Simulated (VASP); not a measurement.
The system is Ca3Ge.

```
Ca Ge
1.0
     3.74498    0.00000    0.00000
     0.00000    3.74498    0.00000
     0.00000    0.00000    9.36225
Ca Ge
3 1
Direct
  0.00000 0.00000 0.32162
  0.50000 0.50000 0.00000
  0.00000 0.00000 0.67838
  0.50000 0.50000 0.50000
```

```yaml
Program: VASP 6.6.1
Task: relaxation of cell and atoms
Functional: PBE
Potentials_or_basis: VASP PAW PBE potentials, release 64 (Ca_sv, Ge_d)
Cutoff: 600 eV
k_mesh: 12 × 12 × 6
Occupations: gaussian, width 0.1 eV
Spin: no spin polarisation
```

At the start: pressure 0.2 GPa; volume 32.83 Å³/atom.

Task: How do energy, volume and symmetry change on relaxing?

Result: Over 15 steps the energy falls by 3.8 meV/atom and the volume is 32.89 Å³/atom (+0.2 %); space group P4/mmm (No. 123, to 0.05 Å).

The path:
| step | energy change (eV) | largest force (eV/Å) | pressure (GPa) | volume (Å³) |
| --- | --- | --- | --- | --- |
| 1 | 0.0000 | 0.1682 | 0.19 | 131.30 |
| 2 | -0.0079 | 0.0921 | -0.01 | 132.05 |
| 3 | -0.0125 | 0.0158 | -0.31 | 133.18 |
| 4 | -0.0150 | 0.0140 | -0.08 | 131.85 |
| 5 | -0.0151 | 0.0109 | 0.10 | 131.04 |
| 6 | -0.0152 | 0.0127 | 0.05 | 131.33 |
| 7 | -0.0152 | 0.0128 | 0.03 | 131.40 |
| 8 | -0.0153 | 0.0129 | -0.06 | 131.50 |
| 9 | -0.0153 | 0.0131 | 0.00 | 131.52 |
| 10 | -0.0153 | 0.0134 | -0.01 | 131.54 |
| 11 | -0.0153 | 0.0134 | -0.04 | 131.59 |
| 12 | -0.0153 | 0.0134 | -0.10 | 131.70 |
| 13 | -0.0153 | 0.0136 | 0.04 | 131.64 |
| 14 | -0.0153 | 0.0137 | -0.04 | 131.67 |
| 15 | -0.0153 | 0.0070 | 0.02 | 131.55 |

Final structure:
```cif
data_structure
_symmetry_space_group_name_H-M 'P 1'
_symmetry_Int_Tables_number 1
_cell_length_a 3.6934
_cell_length_b 3.6934
_cell_length_c 9.6432
_cell_angle_alpha 90.000
_cell_angle_beta 90.000
_cell_angle_gamma 90.000
_cell_volume 131.55
loop_
_atom_site_label
_atom_site_type_symbol
_atom_site_fract_x
_atom_site_fract_y
_atom_site_fract_z
_atom_site_occupancy
Ca1 Ca 0.00000 0.00000 0.31950 1
Ca2 Ca 0.50000 0.50000 0.00000 1
Ca3 Ca 0.00000 0.00000 0.68050 1
Ge1 Ge 0.50000 0.50000 0.50000 1
```
